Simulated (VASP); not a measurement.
# H20CO9 in VASP: further runs

The runs below take H20CO9 through single point, with PBE+D3(BJ).

Everything below comes from runs of VASP 6.6.1. Logs are shortened: lines on timing, memory, paths and dates and some standing lists are left out, and cuts for length are marked.

**1. The cell of the first run**

The cell holds an amorphous packing of atoms, 30 atoms: a = 6.746 Å, b = 6.746 Å, c = 6.746 Å, α = 90.00°, β = 90.00°, γ = 90.00°.

**2. Single point, PBE+D3(BJ)**

File INCAR:

```
  ALGO = Normal
  EDIFF = 1E-6
  ENCUT = 520
  GGA = PE
  GGA_COMPAT = False
  ISIF = 2
  ISMEAR = -1
  IVDW = 12
  LASPH = True
  LCHARG = False
  LREAL = False
  LWAVE = False
  NBANDS = 60
  NELM = 120
  PREC = Accurate
  SIGMA = 0.05
```

File KPOINTS:

```
k-points
0
Gamma
  1 1 1
```

File POSCAR:

```
H20CO9
1.0
    6.7459970000      0.0000000000      0.0000000000
    0.0000000000      6.7459970000      0.0000000000
    0.0000000000      0.0000000000      6.7459970000
O H C
9 20 1
Direct
    0.3039876834      0.9190932045      0.6552478455
    0.8935966025      0.9877561463      0.5100654507
    0.9900241580      0.5780020359      0.6899647302
    0.2414617143      0.5623186610      0.4065522116
    0.0907797617      0.0952564906      0.1851320124
    0.7444266578      0.2615477001      0.8072194518
    0.2143641629      0.4318264595      1.0158765265
    0.4798845893      0.2457753835      0.4776165777
    0.4940707800      1.0785803789      0.0825081897
    0.3335459533      0.8010973026      0.5785653329
    0.1683220434      0.9351175223      0.6137862202
    0.8890012848      0.9941599440      0.3700564942
    0.8531726296      1.1227250768      0.5615923043
    0.9215242758      0.7012454942      0.6655354279
    0.9084053847      0.4640233312      0.7252449119
    0.1351468137      0.5549513289      0.5098875674
    0.3210793008      0.4372963700      0.4332791728
    0.1787133911      0.1008301664      0.2978655342
    0.1086866774      0.2230804431      0.1138156450
    0.6963833515      0.2126742719      0.9391050722
    0.6424254265      0.3131042009      0.7205310053
    0.2011415066      0.5397571330      1.1264309783
    0.1460718112      0.5094428592      0.9159950709
    0.4891641665      0.2058702368      0.3370739714
    0.4238661832      0.1145123545      0.5167805441
    0.6918473281      0.8503709681      0.0649718641
    0.3524460506      1.1014532025      0.0534539224
    0.4983548021      0.8024610743      0.2479989244
    0.4423956904      0.7874299381     -0.0235843568
    0.5324787426      0.8640679799      0.0885265736
```

Potentials or basis: VASP PAW PBE potentials, release 64 (O, H, C).

The run is started by

```
$ cat potpaw_PBE.64/O/POTCAR potpaw_PBE.64/H/POTCAR potpaw_PBE.64/C/POTCAR > POTCAR
$ mpirun -np 1 vasp_gam > vasp.out
```

OUTCAR:

```text
EDIFF = 1E-6
   ENCUT = 520
   GGA = PE
   ISIF = 2
   ISMEAR = -1
   IVDW = 12
   LASPH = True
   LREAL = False
   NELM = 120
   PREC = Accurate
 IVDW          = 12

 ion  position               nearest neighbor table
   1  0.304  0.919  0.655-  11 0.96  10 0.97
   2  0.894  0.988  0.510-  12 0.95  13 1.01
   3  0.990  0.578  0.690-  14 0.97  15 0.98
   4  0.241  0.562  0.407-  16 1.00  17 1.02
   5  0.091  0.095  0.185-  18 0.97  19 0.99
   6  0.744  0.262  0.807-  21 0.97  20 1.00
   7  0.214  0.432  0.016-  23 0.97  22 1.05
   8  0.480  0.246  0.478-  24 0.99  25 1.00
   9  0.494  0.079  0.083-  27 0.99  30 1.47
  10  0.334  0.801  0.579-   1 0.97
  11  0.168  0.935  0.614-   1 0.96
  12  0.889  0.994  0.370-   2 0.95
  13  0.853  0.123  0.562-   2 1.01
  14  0.922  0.701  0.666-   3 0.97
  15  0.908  0.464  0.725-   3 0.98
[... 12 lines left out ...]
  28  0.498  0.802  0.248-  30 1.18
  29  0.442  0.787  0.976-  30 1.10
  30  0.532  0.864  0.089-  26 1.09  29 1.10  28 1.18   9 1.47

  LATTYP: Found a simple cubic cell.
 ALAT       =     6.7459970000

  Lattice vectors:

 A1 = (   6.7459970000,   0.0000000000,   0.0000000000)
 A2 = (   0.0000000000,   6.7459970000,   0.0000000000)
 A3 = (   0.0000000000,   0.0000000000,   6.7459970000)

Analysis of symmetry for initial positions (statically):
=====================================================================
 Subroutine PRICEL returns:
 Original cell was already a primitive cell.

 Routine SETGRP: Setting up the symmetry group for a
 simple cubic supercell.

 Subroutine GETGRP returns: Found  1 space group operations
 (whereof  1 operations were pure point group operations)
 out of a pool of 48 trial point group operations.

The static configuration has the point symmetry C_1 .

Analysis of symmetry for dynamics (positions and initial velocities):
=====================================================================
 Subroutine PRICEL returns:
 Original cell was already a primitive cell.

 Routine SETGRP: Setting up the symmetry group for a
 simple cubic supercell.

 Subroutine GETGRP returns: Found  1 space group operations
 (whereof  1 operations were pure point group operations)
 out of a pool of 48 trial point group operations.

The dynamic configuration has the point symmetry C_1 .

 Subroutine INISYM returns: Found  1 space group operations
 (whereof  1 operations are pure point group operations),
 and found     1 'primitive' translations

----------------------------------------------------------------------------------------

                                     Primitive cell

  volume of cell :     307.0000

  direct lattice vectors                    reciprocal lattice vectors
     6.745997000  0.000000000  0.000000000     0.148236058  0.000000000  0.000000000
     0.000000000  6.745997000  0.000000000     0.000000000  0.148236058  0.000000000
     0.000000000  0.000000000  6.745997000     0.000000000  0.000000000  0.148236058

  length of vectors
     6.745997000  6.745997000  6.745997000     0.148236058  0.148236058  0.148236058

  position of ions in fractional coordinates (direct lattice)
     0.303987683  0.919093205  0.655247845
     0.893596602  0.987756146  0.510065451
     0.990024158  0.578002036  0.689964730
     0.241461714  0.562318661  0.406552212
     0.090779762  0.095256491  0.185132012
     0.744426658  0.261547700  0.807219452
[... 22 lines left out ...]
     0.442395690  0.787429938  0.976415643
     0.532478743  0.864067980  0.088526574

  ion indices of the primitive-cell ions
   primitive index   ion index
                 1           1
                 2           2
                 3           3
                 4           4
                 5           5
                 6           6
[... 22 lines left out ...]
                29          29
                30          30

----------------------------------------------------------------------------------------

 KPOINTS: k-points

Automatic generation of k-mesh.
 Grid dimensions read from file:
 generate k-points for:    1    1    1

 Generating k-lattice:

  Cartesian coordinates                     Fractional coordinates (reciprocal lattice)
     0.148236058  0.000000000  0.000000000     1.000000000  0.000000000  0.000000000
     0.000000000  0.148236058  0.000000000     0.000000000  1.000000000  0.000000000
     0.000000000  0.000000000  0.148236058     0.000000000  0.000000000  1.000000000

  Length of vectors
     0.148236058  0.148236058  0.148236058

  Shift w.r.t. Gamma in fractional coordinates (k-lattice)
     0.000000000  0.000000000  0.000000000

 Subroutine IBZKPT returns following result:
 ===========================================

 Found      1 irreducible k-points:

 Following reciprocal coordinates:
            Coordinates               Weight
  0.000000  0.000000  0.000000      1.000000
   k-points           NKPTS =      1   k-points in BZ     NKDIM =      1   number of bands    NBANDS=     60
   number of dos      NEDOS =    301   number of ions     NIONS =     30
   total plane-waves  NPLWV = 125000
   dimension x,y,z NGX =    50 NGY =   50 NGZ =   50
   dimension x,y,z NGXF=   100 NGYF=  100 NGZF=  100
   ions per type =               9  20   1
   NGX,Y,Z   is equivalent  to a cutoff of  12.32, 12.32, 12.32 a.u.
   NGXF,Y,Z  is equivalent  to a cutoff of  24.64, 24.64, 24.64 a.u.
 SYSTEM =  unknown system
   PREC   = accura    normal or accurate (medium, high low for compatibility)
   ISTART =      0    job   : 0-new  1-cont  2-samecut
   ICHARG =      2    charge: 1-file 2-atom 10-const
   ISPIN  =      1    spin polarized calculation?
   LNONCOLLINEAR =      F non collinear calculations
   LSORBIT =      F    spin-orbit coupling
   LASPH  =      T    aspherical Exc in radial PAW
   ENCUT  =  520.0 eV  38.22 Ry    6.18 a.u.  12.54 12.54 12.54*2*pi/ulx,y,z
   NELM   =    120;   NELMIN=  2; NELMDL= -5     # of ELM steps
   EDIFF  = 0.1E-05   stopping-criterion for ELM
   LREAL  =      F    real-space projection
   EDIFFG = 0.1E-04   stopping-criterion for IOM
   NSW    =      0    number of steps for IOM
   IBRION =     -1    ionic relax: 0-MD 1-quasi-New 2-CG
   NFREE  =      0    steps in history (QN), initial steepest desc. (CG)
   ISIF   =      2    stress and relaxation
   ISYM   =      2    0-nonsym 1-usesym 2-fastsym
   POTIM  = 0.5000    time-step for ionic-motion
   TEBEG  =    0.0;   TEEND  =   0.0 temperature during run
   PSTRESS=    0.0 pullay stress
   NELECT =      78.0000    total number of electrons
   NUPDOWN=      -1.0000    fix difference up-down
   EMIN   =  10.00;   EMAX   =-10.00  energy-range for DOS
   EFERMI =   0.00;   METHOD = LEGACY
   ISMEAR =    -1;   SIGMA  =   0.05  broadening in eV -4-tet -1-fermi 0-gaus
   EFERMI_NEDOS =   21; number of points for ismear=-14 and -15
   IALGO  =     38    algorithm
   IMIX   =      4    mixing-type and parameters
     AMIX     =   0.40;   BMIX     =  1.00
     AMIX_MAG =   1.60;   BMIX_MAG =  1.00
  volume/ion in A,a.u.               =      10.23        69.06
  Fermi-wavevector in a.u.,A,eV,Ry     =   1.036876  1.959412 14.627789  1.075112
  Thomas-Fermi vector in A             =   2.171288
   LORBIT       =      0    0 simple, 1 ext, 2 COOP (PROOUT), +10 PAW based schemes
   GGA     = PE    functional components
   LHFCALC =     F    Hartree Fock is set to
   AEXX    =    0.0000 exact exchange contribution
   IVDW    =    12    specifies the selected vdW correction
   LEPSILON=     F    determine dielectric tensor
   LRPA    =     F    only Hartree local field effects (RPA)
 non-spin polarized calculation
  energy-cutoff  :      520.00
  volume of cell :      307.00
 maximum number of plane-waves:      4145
 NGX is ok and might be reduce to    50
   NGX = 25   NGY = 25   NGZ = 25

 number of electron      78.0000003 magnetization

 Free energy of the ion-electron system (eV)
  ---------------------------------------------------
  ext. energy  EPLUGINS =         0.00000000
  ---------------------------------------------------
  free energy    TOTEN  =      -146.72790415 eV

  energy without entropy =     -146.72790415  energy(sigma->0) =     -146.72790415

 E-fermi :  -2.2373     XC(G=0):  -6.6785

 val. band max:       -3.4477761001   @ k =   0.0000   0.0000   0.0000
 cond. band min:       1.1746425878   @ k =   0.0000   0.0000   0.0000
 fundamental gap:      4.6224186880
 Fermi energy:        -2.2372945192

 k-point     1 :       0.0000    0.0000    0.0000
  band No.  band energies     occupation
      1     -22.8863      2.00000
      2     -22.6585      2.00000
      3     -22.4094      2.00000
      4     -22.2464      2.00000
      5     -22.1239      2.00000
      6     -22.0121      2.00000
[... 43 lines left out ...]
     50       6.5356      0.00000
     51       6.7361      0.00000
 [bands above 51 left out]

------------------------ aborting loop because EDIFF is reached ----------------------------------------

 Edisp (eV)   -1.02040

 E8    (eV) :    -0.2116

  FORCE on cell =-STRESS in cart. coord.  units (eV):
  Direction    XX          YY          ZZ          XY          YZ          ZX
  --------------------------------------------------------------------------------------
  -------------------------------------------------------------------------------------
  Total       3.60937    -4.83037    -0.07560    -0.16011    -0.57575    -0.72576
  in kB      18.83665   -25.20883    -0.39453    -0.83556    -3.00473    -3.78760
  external pressure =       -2.26 kB  Pullay stress =        0.00 kB

 VOLUME and BASIS-vectors are now :
 -----------------------------------------------------------------------------
  energy-cutoff  :      520.00
  volume of cell :      307.00
      direct lattice vectors                 reciprocal lattice vectors
     6.745997000  0.000000000  0.000000000     0.148236058  0.000000000  0.000000000
     0.000000000  6.745997000  0.000000000     0.000000000  0.148236058  0.000000000
     0.000000000  0.000000000  6.745997000     0.000000000  0.000000000  0.148236058

 POSITION                                       TOTAL-FORCE (eV/Angst)
 -----------------------------------------------------------------------------------
      2.05070      6.20020      4.42030         0.618496      0.295357     -0.087827
      6.02820      6.66340      3.44090        -0.252207      0.707302      2.467874
      6.67870      3.89920      4.65450         0.936985     -0.114634      0.257187
      1.62890      3.79340      2.74260         0.603330     -0.540656      0.030734
      0.61240      0.64260      1.24890        -0.307831     -0.302965     -0.633728
      5.02190      1.76440      5.44550         1.365289      0.179723      0.429647
[... 22 lines left out ...]
      2.98440      5.31200      6.58690         0.259421      0.041992      0.092092
      3.59210      5.82900      0.59720        -0.583900      0.293106      1.941521
 -----------------------------------------------------------------------------------
    total drift:                                0.002722      0.000089     -0.001851

  FREE ENERGIE OF THE ION-ELECTRON SYSTEM (eV)
  ---------------------------------------------------
  free  energy   TOTEN  =      -147.7483063595 eV

  energy  without entropy=     -147.7483063594  energy(sigma->0) =     -147.74830636
```

It took 35 s on 1 thread of Intel Xeon Platinum 8488C (Sapphire Rapids), shared host; peak memory 0.32 GiB.

Results:

```yaml
Free_energy: -147.7483 eV
Pressure: -0.2 GPa
Largest_force: 2.703 eV/Å
Band_gap_on_the_k_mesh: 4.62 eV
Dispersion_energy_per_atom: -0.034 eV
```

Forces on the atoms (eV/Å):
```
O    0.618  0.295 -0.088
O   -0.252  0.707  2.468
O    0.937 -0.115  0.257
O    0.603 -0.541  0.031
O   -0.308 -0.303 -0.634
O    1.365  0.180  0.430
O   -0.282  2.065  1.721
O   -0.378 -0.803 -0.745
O    0.137 -0.421  0.195
H    0.441 -0.859 -0.269
H   -1.247  0.558  0.010
H    0.188  0.301 -1.650
H    0.160 -1.540 -0.214
H   -0.744  0.275 -0.007
H   -0.919 -0.110  0.345
H    0.082  0.084 -0.234
H   -0.278  0.846 -0.119
H    0.024  0.135  0.308
H   -0.027  0.345  0.089
H   -0.552  0.382 -1.183
H   -0.934 -0.371  0.259
H    0.616 -2.015 -0.461
H   -0.299 -0.176 -1.175
H    0.739  0.568 -0.640
H   -0.088  0.143  1.402
H    0.129 -0.230 -0.244
H    0.357 -0.297 -0.071
H    0.235  0.562 -1.811
H    0.259  0.042  0.092
C   -0.584  0.293  1.942
```

Caveat: the k points lie up to 0.93 Å⁻¹ apart.

**3. Single point, PBE+D3(BJ)**

File INCAR:

```
ALGO     = Normal         # electronic algorithm
EDIFF    = 1E-6           # SCF threshold, eV
ENCUT    = 520            # plane-wave cutoff, eV
GGA      = PE             # functional
GGA_COMPAT= False        
ISIF     = 2              # what is computed and relaxed
ISMEAR   = -1             # smearing method
IVDW     = 12             # dispersion correction
LASPH    = True           # aspherical terms in the spheres
LCHARG   = False          # write CHGCAR
LREAL    = False          # projectors in reciprocal space
LWAVE    = False          # write WAVECAR
NBANDS   = 60             # bands
NELM     = 120            # most SCF steps
PREC     = Accurate       # precision mode
SIGMA    = 0.05           # smearing width, eV
```

KPOINTS is that of step 2.

File POSCAR:

```
H20CO9
1.0
    6.7459970000      0.0000000000      0.0000000000
    0.0000000000      6.7459970000      0.0000000000
    0.0000000000      0.0000000000      6.7459970000
O H C
9 20 1
Direct
    0.2943375160      0.9325085677      0.6254375743
    0.9354584652      1.0074715420      0.5453901032
    0.9617258946      0.5630153704      0.7186039365
    0.2338127337      0.5906317480      0.3888231791
    0.0292025034      0.1124815205      0.1375185907
    0.7354139055      0.2682627935      0.7806703739
    0.2365402771      0.4352210652      1.0053665900
    0.4747407981      0.2485177506      0.5036171822
    0.4828493105      1.0534691907      0.0862882091
    0.3090128857      0.8153724349      0.5374298269
    0.1563593936      0.9903502774      0.6073379517
    0.9200715624      1.0533506018      0.4097096397
    0.8661581083      1.1223841339      0.6155798765
    0.9574715198      0.6983400675      0.6613848183
    0.8260899019      0.5177144312      0.7587462609
    0.1307442028      0.5460275182      0.4786987009
    0.3409281089      0.4938187788      0.4235252402
    0.1272903027      0.0094574605      0.1500000667
    0.1189890835      0.2279722330      0.1024607630
    0.6613255239      0.2064780047      0.8902761149
    0.6191968363      0.2770383681      0.6973617095
    0.2254225728      0.5120073430      1.1289509912
    0.1374592962      0.4766678669      0.9067154936
    0.5139937062      0.2405722979      0.3676402465
    0.4154463751      0.1168100134      0.5425884417
    0.7132526148      0.8452864714      0.0318707524
    0.4076491585      1.0606289923     -0.0335902907
    0.5746815482      0.8175811522      0.2469019776
    0.4543286930      0.7395348679      0.0383338445
    0.5625706623      0.8547735791      0.0916543544
```

Potentials or basis: VASP PAW PBE potentials, release 64 (O, H, C).

The run is started by

```
$ cat potpaw_PBE.64/O/POTCAR potpaw_PBE.64/H/POTCAR potpaw_PBE.64/C/POTCAR > POTCAR
$ mpirun -np 1 vasp_gam > vasp.out
```

Run time: 32 s. Hardware: 1 thread of Intel Xeon Platinum 8488C (Sapphire Rapids), shared host; peak memory 0.32 GiB.

The run converged. Its results:

```yaml
Free_energy: -148.0320 eV
Pressure: 0.5 GPa
Largest_force: 2.028 eV/Å
Band_gap_on_the_k_mesh: 4.83 eV
Dispersion_energy_per_atom: -0.034 eV
```

Forces in eV/Å, atoms in the order of the input:
```
O    0.702  0.219  0.286
O   -1.138  1.212  0.579
O   -0.103  0.802 -0.363
O    1.213 -0.348 -0.074
O    0.294  0.622  0.052
O   -0.185 -0.292  1.368
O    0.350 -0.563  0.039
O   -0.293  0.868  0.424
O    0.579 -0.313  0.179
H   -0.486  0.369  0.240
H    0.186 -0.709 -0.325
H    0.487 -0.174 -0.957
H    0.352 -1.070  0.457
H   -0.369 -0.358  0.618
H    0.853 -0.034 -0.344
H   -0.718 -0.170  0.374
H   -0.443  0.221 -0.048
H    0.210 -0.571  0.137
H   -0.701 -0.170 -0.052
H    0.912 -0.122  0.825
H   -0.634  0.480 -1.865
H   -0.340  0.163 -0.162
H   -0.144  0.447  0.091
H    0.283 -0.443 -0.931
H   -0.414 -0.337 -0.112
H   -0.088  0.015 -0.485
H   -0.704  0.201 -0.845
H    0.257  0.012  0.754
H    0.692  0.716 -0.425
C   -0.610 -0.674  0.567
```

Stress tensor (GPa, compression positive):
```
 1.01 -0.13  1.03
-0.13 -1.20 -0.26
 1.03 -0.26  1.68
```

Levels at points of the mesh, in eV from the valence-band top:
| k point | band 36 | band 37 | band 38 | band 39 | band 40 | band 41 | band 42 | band 43 |
| --- | --- | --- | --- | --- | --- | --- | --- | --- |
| (0.00, 0.00, 0.00) | -0.30 | -0.28 | -0.10 | 0.00 | 4.83 | 7.03 | 7.60 | 8.02 |

Caveat: the k points lie up to 0.93 Å⁻¹ apart.
